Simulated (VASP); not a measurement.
BaTiO3, 5 atoms in the cell. Symmetry: P4mm, No. 99, tetragonal system. Conventional cell: a = 3.955 Å, b = 3.955 Å, c = 3.923 Å, α = 90.00°, β = 90.00°, γ = 90.00°. Within 3.6 Å of Ba (site symmetry 4mm) lie 12 O at 2.77 to 2.80 Å and 8 Ti at 3.40 to 3.43 Å. Within 2.5 Å of Ti (site symmetry 4mm) lie 6 O at 1.90 to 2.02 Å. Within 2.6 Å of O (site symmetry 2mm) lie 2 Ti at 1.98 Å. Within 2.5 Å of O (site symmetry 4mm) lie 2 Ti at 1.90 to 2.02 Å. 

```yaml
Program: VASP 6.6.1
Task: single point
Functional: PBEsol
Potentials_or_basis: VASP PAW PBE potentials, release 64 (Ba_sv, Ti_sv, O)
Cutoff: 520 eV
k_mesh: 8 × 8 × 8
Occupations: gaussian, width 0.02 eV
Spin: no spin polarisation
Dipole_correction: no
Further_INCAR_settings: ALGO = Normal; EDIFF = 1e-07; NBANDS = 28
```

Potentials or basis: VASP PAW PBE potentials, release 64 (Ba_sv, Ti_sv, O).

Launch:

```bash
$ cat potpaw_PBE.64/Ba_sv/POTCAR potpaw_PBE.64/Ti_sv/POTCAR potpaw_PBE.64/O/POTCAR > POTCAR
$ mpirun -np 1 vasp_std > vasp.out
```

Hardware: 1 thread of AMD EPYC 7R43 64-Core Processor (Zen 3) (shared host).

Question: Estimate the wall time of this run.

Answer: It took 2.3 min on 1 thread of AMD EPYC 7R43 64-Core Processor (Zen 3), with other jobs on the host, peak memory 0.22 GiB. Counts: scf iterations 18, k points 75.
